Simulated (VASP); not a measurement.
# Ti (P6_3/mmc) in VASP: a series of runs

The runs below take Ti through single point, relaxation of cell and atoms, with PBE+D3(BJ), PBEsol+D3(BJ), PBEsol+D4, RPBE+D3(BJ).

Program: VASP 6.6.1. These are calculated values, not measurements. Logs are shortened: lines on timing, memory, paths and dates and some standing lists are left out, and cuts for length are marked.

### Step 1. The cell of the first run

It takes space group P6_3/mmc (No. 194, hexagonal). Conventional cell: a = 2.950 Å, b = 2.950 Å, c = 4.680 Å, α = 90.00°, β = 90.00°, γ = 120.00°. Within 3.8 Å of Ti (site symmetry -6m2) lie 12 Ti at 2.89 to 2.95 Å.

### Step 2. Single point, PBE+D3(BJ)

File INCAR:

```
SYSTEM = Ti
PREC     = Accurate       ! precision mode
ENCUT    = 520            ! plane-wave cutoff, eV
EDIFF    = 1E-7           ! SCF threshold, eV
ISMEAR   = 1              ! smearing method
SIGMA    = 0.1            ! smearing width, eV
LREAL    = .False.        ! projectors in reciprocal space
LASPH    = .True.         ! aspherical terms in the spheres
NELM     = 80             ! most SCF steps
ALGO     = Normal         ! electronic algorithm
ISIF     = 2              ! what is computed and relaxed
LWAVE    = .False.        ! write WAVECAR
LCHARG   = .True.         ! write CHGCAR
GGA      = PE             ! functional
IVDW     = 12             ! dispersion correction
LELF     = .True.         ! ELF
LVHAR    = .True.       
NBANDS   = 19             ! bands
```

File KPOINTS:

```
regular mesh
0
Gamma
  10 10 6
  0 0 0
```

File POSCAR:

```
Ti
1.0
    2.9500000000      0.0000000000      0.0000000000
   -1.4750000000      2.5547749412      0.0000000000
    0.0000000000      0.0000000000      4.6800000000
Ti
2
Direct
    0.6666666667      0.3333333333      0.7500000000
    0.3333333333      0.6666666667      0.2500000000
```

Potentials or basis: VASP PAW PBE potentials, release 64 (Ti_sv).

On the command line:

```bash
cat potpaw_PBE.64/Ti_sv/POTCAR > POTCAR
mpirun -np 1 vasp_std > vasp.out
```

OUTCAR:

```text
SYSTEM = Ti
   PREC = Accurate
   ENCUT = 520
   EDIFF = 1E-7
   ISMEAR = 1
   LREAL = .False.
   LASPH = .True.
   NELM = 80
   ISIF = 2
   GGA = PE
   IVDW = 12
 IVDW          = 12

 ion  position               nearest neighbor table
   1  0.667  0.333  0.750-   2 2.89   2 2.89   2 2.89   2 2.89   2 2.89   2 2.89
   2  0.333  0.667  0.250-   1 2.89   1 2.89   1 2.89   1 2.89   1 2.89   1 2.89

  LATTYP: Found a hexagonal cell.
 ALAT       =     2.9500000000
 C/A-ratio  =     1.5864406780

  Lattice vectors:

 A1 = (   2.9500000000,   0.0000000000,   0.0000000000)
 A2 = (  -1.4750000000,   2.5547749412,   0.0000000000)
 A3 = (   0.0000000000,   0.0000000000,   4.6800000000)

Analysis of symmetry for initial positions (statically):
=====================================================================
 Subroutine PRICEL returns:
 Original cell was already a primitive cell.

 Routine SETGRP: Setting up the symmetry group for a
 hexagonal supercell.

 Subroutine GETGRP returns: Found 24 space group operations
 (whereof 12 operations were pure point group operations)
 out of a pool of 24 trial point group operations.

The static configuration has the point symmetry D_3d.
 The point group associated with its full space group is D_6h.

Analysis of symmetry for dynamics (positions and initial velocities):
=====================================================================
 Subroutine PRICEL returns:
 Original cell was already a primitive cell.

 Routine SETGRP: Setting up the symmetry group for a
 hexagonal supercell.

 Subroutine GETGRP returns: Found 24 space group operations
 (whereof 12 operations were pure point group operations)
 out of a pool of 24 trial point group operations.

The dynamic configuration has the point symmetry D_3d.
 The point group associated with its full space group is D_6h.

 Subroutine INISYM returns: Found 24 space group operations
 (whereof 12 operations are pure point group operations),
 and found     1 'primitive' translations

----------------------------------------------------------------------------------------

                                     Primitive cell

  volume of cell :      35.2712

  direct lattice vectors                    reciprocal lattice vectors
     2.950000000  0.000000000  0.000000000     0.338983051  0.195711956  0.000000000
    -1.475000000  2.554774941  0.000000000     0.000000000  0.391423911  0.000000000
     0.000000000  0.000000000  4.680000000     0.000000000  0.000000000  0.213675214

  length of vectors
     2.950000000  2.950000000  4.680000000     0.391423911  0.391423911  0.213675214

  position of ions in fractional coordinates (direct lattice)
     0.666666667  0.333333333  0.750000000
     0.333333333  0.666666667  0.250000000

  ion indices of the primitive-cell ions
   primitive index   ion index
                 1           1
                 2           2

----------------------------------------------------------------------------------------

 KPOINTS: regular mesh

Automatic generation of k-mesh.
 Grid dimensions read from file:
 generate k-points for:   10   10    6

 Generating k-lattice:

  Cartesian coordinates                     Fractional coordinates (reciprocal lattice)
     0.033898305  0.019571196  0.000000000     0.100000000 -0.000000000  0.000000000
     0.000000000  0.039142391  0.000000000     0.000000000  0.100000000  0.000000000
     0.000000000  0.000000000  0.035612536     0.000000000  0.000000000  0.166666667

  Length of vectors
     0.039142391  0.039142391  0.035612536

  Shift w.r.t. Gamma in fractional coordinates (k-lattice)
     0.000000000  0.000000000  0.000000000

 Subroutine IBZKPT returns following result:
 ===========================================

 Found     56 irreducible k-points:

 Following reciprocal coordinates:
            Coordinates               Weight
  0.000000  0.000000  0.000000      1.000000
  0.100000  0.000000  0.000000      6.000000
  0.200000  0.000000  0.000000      6.000000
  0.300000  0.000000  0.000000      6.000000
[... 51 lines left out ...]
      1     -48.6070      2.00000
      2     -48.5655      2.00000
      3     -25.1229      2.00000
      4     -25.0069      2.00000
      5     -24.9975      2.00000
      6     -24.8081      2.00000
[... 11 lines left out ...]
     18      11.6742      0.00000
     19      12.4390      0.00000

 k-point     7 :       0.1000    0.1000    0.0000
  band No.  band energies     occupation
      1     -48.6913      2.00000
      2     -48.5799      2.00000
      3     -25.2278      2.00000
      4     -24.7809      2.00000
      5     -24.7403      2.00000
      6     -24.6731      2.00000
[... 11 lines left out ...]
     18       9.9759     -0.00000
     19      11.4185      0.00000

 k-point     8 :       0.2000    0.1000    0.0000
  band No.  band energies     occupation
      1     -48.6625      2.00000
      2     -48.5712      2.00000
      3     -25.1573      2.00000
      4     -24.8959      2.00000
      5     -24.8407      2.00000
      6     -24.7340      2.00000
[... 256 lines left out ...]
 k-point    20 :       0.5000    0.0000    0.1667
  band No.  band energies     occupation
      1     -48.6042      2.00000
      2     -48.5683      2.00000
      3     -25.1639      2.00000
      4     -25.0506      2.00000
      5     -24.9335      2.00000
      6     -24.7974      2.00000
[... 11 lines left out ...]
     18      11.6623      0.00000
     19      12.1554      0.00000

 k-point    21 :       0.1000    0.1000    0.1667
  band No.  band energies     occupation
      1     -48.6839      2.00000
      2     -48.5874      2.00000
      3     -25.1959      2.00000
      4     -24.7691      2.00000
      5     -24.7584      2.00000
      6     -24.7015      2.00000
[... 11 lines left out ...]
     18      10.0793     -0.00000
     19      11.3846      0.00000

 k-point    22 :       0.2000    0.1000    0.1667
  band No.  band energies     occupation
      1     -48.6564      2.00000
      2     -48.5773      2.00000
      3     -25.1453      2.00000
      4     -24.8858      2.00000
      5     -24.8522      2.00000
      6     -24.7470      2.00000
[... 11 lines left out ...]
     18      10.5904      0.00000
     19      11.4579      0.00000

 k-point    23 :       0.3000    0.1000    0.1667
  band No.  band energies     occupation
      1     -48.6263      2.00000
      2     -48.5697      2.00000
      3     -25.1145      2.00000
      4     -24.9906      2.00000
      5     -24.9259      2.00000
      6     -24.7929      2.00000
[... 11 lines left out ...]
     18      11.1433      0.00000
     19      11.6615      0.00000

 k-point    24 :       0.4000    0.1000    0.1667
  band No.  band energies     occupation
      1     -48.6044      2.00000
      2     -48.5682      2.00000
      3     -25.1419      2.00000
      4     -25.0344      2.00000
      5     -24.9351      2.00000
      6     -24.8137      2.00000
[... 11 lines left out ...]
     18      11.5247      0.00000
     19      12.2287      0.00000

 [... further k-points ...]

------------------------ aborting loop because EDIFF is reached ----------------------------------------

 Edisp (eV)   -1.18418

 E8    (eV) :    -0.5617

  FORCE on cell =-STRESS in cart. coord.  units (eV):
  Direction    XX          YY          ZZ          XY          YZ          ZX
  --------------------------------------------------------------------------------------
  -------------------------------------------------------------------------------------
  Total      -1.58853    -1.58853    -1.66117     0.00000    -0.00000     0.00000
  in kB     -72.15837   -72.15837   -75.45801     0.00000    -0.00000     0.00000
  external pressure =      -73.26 kB  Pullay stress =        0.00 kB

 VOLUME and BASIS-vectors are now :
 -----------------------------------------------------------------------------
  energy-cutoff  :      520.00
  volume of cell :       35.27
      direct lattice vectors                 reciprocal lattice vectors
     2.950000000  0.000000000  0.000000000     0.338983051  0.195711956  0.000000000
    -1.475000000  2.554774941  0.000000000     0.000000000  0.391423911  0.000000000
     0.000000000  0.000000000  4.680000000     0.000000000  0.000000000  0.213675214

 POSITION                                       TOTAL-FORCE (eV/Angst)
 -----------------------------------------------------------------------------------
      1.47500      0.85159      3.51000         0.000000      0.000000      0.000000
     -0.00000      1.70318      1.17000        -0.000000      0.000000      0.000000
 -----------------------------------------------------------------------------------
    total drift:                               -0.000000      0.000000     -0.000000

  FREE ENERGIE OF THE ION-ELECTRON SYSTEM (eV)
  ---------------------------------------------------
  free  energy   TOTEN  =       -16.8499091401 eV

  energy  without entropy=      -16.8482325231  energy(sigma->0) =      -16.84935027
```

Run time: 20 s. Hardware: 1 thread of Intel Xeon 6975P-C (Granite Rapids), shared host; peak memory 0.17 GiB.

Results:

```yaml
Free_energy: -16.8499 eV
Pressure: -7.3 GPa
Band_gap_on_the_k_mesh: zero (band 12 reaches 8.94 eV, above the bottom of band 13 at 7.94 eV)
Dispersion_energy_per_atom: -0.592 eV
```

Levels at points of the mesh, in eV from the Fermi level:
| k point | band 9 | band 10 | band 11 | band 12 | band 13 | band 14 | band 15 | band 16 |
| --- | --- | --- | --- | --- | --- | --- | --- | --- |
| (0.00, 0.00, 0.00) | -6.16 | -2.64 | 0.73 | 0.78 | 0.78 | 0.87 | 1.26 | 1.26 |
| (0.50, 0.00, 0.00) | -2.31 | -2.10 | -1.79 | -0.62 | 0.50 | 0.62 | 1.16 | 3.29 |
| (0.00, 0.00, 0.50) | -4.32 | -4.32 | 0.09 | 0.09 | 0.69 | 0.69 | 0.69 | 0.69 |
| (0.50, 0.00, 0.50) | -2.49 | -2.49 | -0.79 | -0.79 | 1.30 | 1.30 | 1.71 | 1.71 |

Caveat: pairwise dispersion overbinds metals, which lowers pressure and volume.

### Step 3. Relaxation of cell and atoms, PBEsol+D3(BJ)

File INCAR:

```
  ALGO = Normal
  EDIFF = 1E-7
  EDIFFG = -0.01
  ENCUT = 600
  GGA = PS
  IBRION = 2
  ISIF = 3
  ISMEAR = -1
  IVDW = 12
  LASPH = T
  LCHARG = F
  LREAL = F
  LWAVE = F
  NELM = 100
  NSW = 60
  PREC = Accurate
  SIGMA = 0.05
```

File KPOINTS:

```
k-points
0
Gamma
  10 10 6
```

POSCAR is that of step 2.

Potentials or basis: VASP PAW PBE potentials, release 64 (Ti_sv).

On the command line:

```bash
cat potpaw_PBE.64/Ti_sv/POTCAR > POTCAR
mpirun -np 1 vasp_std > vasp.out
```

Wall time 78 s (1 thread of Intel Xeon 6975P-C (Granite Rapids), shared host); peak memory 0.19 GiB.

Results (log left out):

* Free energy: -17.9688 eV
* Relaxed volume: 15.83 Å³/atom
* Relaxed cell: a = 2.850 Å, b = 2.850 Å, c = 4.500 Å, α = 90.00°, β = 90.00°, γ = 120.00°
* Space group after relaxing (to 0.05 Å): P6_3/mmc (No. 194)
* Energy gained by relaxing: 69.4 meV/atom
* Ionic steps: 7
* Pressure after relaxing: 0.0 GPa
* Band gap on the k mesh: zero (band 12 reaches 10.04 eV, above the bottom of band 13 at 9.05 eV)
* Dispersion energy per atom: -0.659 eV

Step by step:
```tsv
step	energy change (eV)	largest force (eV/Å)	pressure (GPa)	volume (Å³)
1	0.0000	0.0000	-11.35	35.27
2	-0.0587	0.0000	11.35	29.27
3	-0.1386	0.0000	-0.11	31.69
4	-0.1386	0.0000	0.17	31.62
5	-0.1387	0.0000	-0.11	31.69
6	-0.1387	0.0000	-0.11	31.69
7	-0.1387	0.0000	-0.02	31.67
```

Final structure:
```
CELL_PARAMETERS angstrom
2.85047 0.00000 0.00000
-1.42523 2.46858 0.00000
0.00000 0.00000 4.50011
ATOMIC_POSITIONS crystal
Ti 0.66667 0.33333 0.75000
Ti 0.33333 0.66667 0.25000
```

Levels at points of the mesh, in eV from the Fermi level:
| k point | band 10 | band 11 | band 12 | band 13 | band 14 | band 15 |
| --- | --- | --- | --- | --- | --- | --- |
| (0.00, 0.00, 0.00) | -2.93 | 0.82 | 0.82 | 0.99 | 1.10 | 1.40 |
| (0.50, 0.00, 0.00) | -2.45 | -2.10 | -0.51 | 0.47 | 0.73 | 1.34 |
| (0.00, 0.00, 0.50) | -4.42 | 0.11 | 0.11 | 0.71 | 0.71 | 0.71 |
| (0.50, 0.00, 0.50) | -2.80 | -0.92 | -0.92 | 1.61 | 1.61 | 1.90 |

Caveat: the PAW data sets were made with another functional, which shifts forces and pressure a little; the volume moved by -10 % from the deposited cell, more than functionals usually miss; pairwise dispersion overbinds metals, which lowers pressure and volume.

### Step 4. Relaxation of cell and atoms, PBEsol+D4

File INCAR:

```
SYSTEM = Ti
ALGO = Normal ; EDIFF = 1E-6
EDIFFG = -0.01 ; ENCUT = 600
GGA = PS ; IBRION = 2
ISIF = 3 ; ISMEAR = -1
IVDW = 13 ; LASPH = .True.
LCHARG = .False. ; LREAL = .False.
LWAVE = .False. ; NELM = 80
NSW = 60 ; PREC = Accurate
SIGMA = 0.05
```

File KPOINTS:

```
k-points
0
Gamma
  10 10 6
  0 0 0
```

POSCAR is that of step 3.

On the command line:

```bash
cat potpaw_PBE.64/Ti_sv/POTCAR > POTCAR
mpirun -np 1 vasp_std > vasp.out
```

Wall time 74 s (1 thread of Intel Xeon 6975P-C (Granite Rapids), shared host); peak memory 0.18 GiB.

The run converged. Its results:

* Free energy: -16.9311 eV
* Relaxed volume: 16.52 Å³/atom
* Relaxed cell: a = 2.893 Å, b = 2.893 Å, c = 4.560 Å, α = 90.00°, β = 90.00°, γ = 120.00°
* Space group after relaxing (to 0.05 Å): P6_3/mmc (No. 194)
* Energy gained by relaxing: 25.4 meV/atom
* Ionic steps: 8
* Pressure after relaxing: 0.0 GPa
* Band gap on the k mesh: zero (band 12 reaches 9.54 eV, above the bottom of band 13 at 8.55 eV)
* Dispersion energy per atom: -0.123 eV

The path:
```tsv
step	energy change (eV)	largest force (eV/Å)	pressure (GPa)	volume (Å³)
1	0.0000	0.0000	-6.91	35.27
2	-0.0230	0.0000	6.04	31.53
3	-0.0506	0.0000	-0.01	33.05
4	-0.0506	0.0000	0.11	33.01
5	-0.0507	0.0000	0.14	33.01
6	-0.0507	0.0000	0.14	33.01
7	-0.0507	0.0000	-0.15	33.09
8	-0.0507	0.0000	-0.01	33.05
```

Final structure:
```
CELL_PARAMETERS angstrom
2.89267 0.00000 0.00000
-1.44633 2.50512 0.00000
0.00000 0.00000 4.56024
ATOMIC_POSITIONS crystal
Ti 0.66667 0.33333 0.75000
Ti 0.33333 0.66667 0.25000
```

Levels at points of the mesh, in eV from the Fermi level:
| k point | band 8 | band 9 | band 10 | band 11 | band 12 | band 13 | band 14 | band 15 | band 16 |
| --- | --- | --- | --- | --- | --- | --- | --- | --- | --- |
| (0.00, 0.00, 0.00) | -32.41 | -6.32 | -2.81 | 0.80 | 0.80 | 0.97 | 0.98 | 1.35 | 1.35 |
| (0.50, 0.00, 0.00) | -32.50 | -2.41 | -2.31 | -1.97 | -0.57 | 0.46 | 0.70 | 1.28 | 3.56 |
| (0.00, 0.00, 0.50) | -32.48 | -4.38 | -4.38 | 0.11 | 0.11 | 0.69 | 0.69 | 0.69 | 0.69 |
| (0.50, 0.00, 0.50) | -32.60 | -2.68 | -2.68 | -0.86 | -0.86 | 1.48 | 1.48 | 1.82 | 1.82 |

Caveat: the PAW data sets were made with another functional, which shifts forces and pressure a little; pairwise dispersion overbinds metals, which lowers pressure and volume.

### Step 5. Relaxation of cell and atoms, RPBE+D3(BJ)

File INCAR:

```
SYSTEM = Ti
PREC = Accurate ; ENCUT = 600
EDIFF = 1E-6 ; ISMEAR = -1
SIGMA = 0.05 ; LREAL = .False.
LASPH = .True. ; NELM = 60
ALGO = Normal ; ISIF = 3
LWAVE = .False. ; LCHARG = .False.
GGA = RP ; IVDW = 12
IBRION = 2 ; NSW = 60
EDIFFG = -0.01
```

File KPOINTS:

```
Automatic mesh
0
Gamma
  10 10 6
  0 0 0
```

POSCAR is that of step 4.

On the command line:

```bash
cat potpaw_PBE.64/Ti_sv/POTCAR > POTCAR
mpirun -np 1 vasp_std > vasp.out
```

Wall time 98 s (1 thread of Intel Xeon 6975P-C (Granite Rapids), shared host); peak memory 0.2 GiB.

The run converged. Its results:

```
Free energy                            : -23.1052 eV
Relaxed volume                         : 12.92 Å³/atom
Relaxed cell                           : a = 2.647 Å, b = 2.647 Å, c = 4.259 Å, α = 90.00°, β = 90.00°, γ = 120.00°
Space group after relaxing (to 0.05 Å) : P6_3/mmc (No. 194)
Energy gained by relaxing              : 628.4 meV/atom
Ionic steps                            : 8
Pressure after relaxing                : 0.1 GPa
Band gap on the k mesh                 : zero (band 12 reaches 12.87 eV, above the bottom of band 13 at 11.68 eV)
Dispersion energy per atom             : -4.819 eV
```

The path:
```csv
step,energy change (eV),largest force (eV/Å),pressure (GPa),volume (Å³)
1,0.0000,0.0000,-35.00,35.27
2,0.1078,0.0000,76.01,19.03
3,-1.2518,0.0000,-2.68,26.29
4,-1.2551,0.0000,-0.19,25.91
5,-1.2547,0.0000,0.95,25.75
6,-1.2563,0.0000,-1.00,26.00
7,-1.2565,0.0000,-0.52,25.95
8,-1.2568,0.0000,0.07,25.85
```

Final structure:
```xyz
2
Lattice="2.6472 0.0000 0.0000 -1.3236 2.2926 0.0000 0.0000 0.0000 4.2593" Properties=species:S:1:pos:R:3 pbc="T T T"
Ti    1.3236    0.7642    3.1944
Ti    0.0000    1.5284    1.0648
```

Levels at points of the mesh, in eV from the Fermi level:
| k point | band 9 | band 10 | band 11 | band 12 | band 13 | band 14 | band 15 | band 16 |
| --- | --- | --- | --- | --- | --- | --- | --- | --- |
| (0.00, 0.00, 0.00) | -6.76 | -3.51 | 0.90 | 0.90 | 0.94 | 1.63 | 1.63 | 1.78 |
| (0.50, 0.00, 0.00) | -3.22 | -2.80 | -2.74 | 0.00 | 0.57 | 0.86 | 1.60 | 4.82 |
| (0.00, 0.00, 0.50) | -4.51 | -4.51 | 0.00 | 0.00 | 0.81 | 0.81 | 0.81 | 0.81 |
| (0.50, 0.00, 0.50) | -3.47 | -3.47 | -1.35 | -1.35 | 2.39 | 2.39 | 2.46 | 2.46 |

Caveat: the volume moved by over 15 % at a fixed basis, so the end points are rough; the PAW data sets were made with another functional, which shifts forces and pressure a little; the volume moved by -27 % from the deposited cell, more than functionals usually miss; pairwise dispersion overbinds metals, which lowers pressure and volume.

### Step 6. Overview

```tsv
task	level	cell	cutoff (eV)	smearing	gap on the mesh (eV)	pressure (GPa)	relaxed volume (Å³/atom)
single point	PBE+D3(BJ)	as given	520	methfessel-paxton 0.1 eV	none	-7.3	-
relaxation of cell and atoms	PBEsol+D3(BJ)	relaxed	600	fermi-dirac 0.05 eV	none	0.0	15.83
relaxation of cell and atoms	PBEsol+D4	relaxed	600	fermi-dirac 0.05 eV	none	0.0	16.52
relaxation of cell and atoms	RPBE+D3(BJ)	relaxed	600	fermi-dirac 0.05 eV	none	0.1	12.92
```

Alike in all rows: potentials or basis VASP PAW PBE potentials, release 64 (Ti_sv); no spin polarisation; k mesh 10 × 10 × 6.

Caveats: pairwise dispersion overbinds metals, which lowers pressure and volume; the PAW data sets were made with another functional, which shifts forces and pressure a little (some runs); the volume moved by -10 % from the deposited cell, more than functionals usually miss (some runs); the volume moved by over 15 % at a fixed basis, so the end points are rough (some runs); the volume moved by -27 % from the deposited cell, more than functionals usually miss (some runs).

Absolute energies hang on the potentials; compare differences alone.
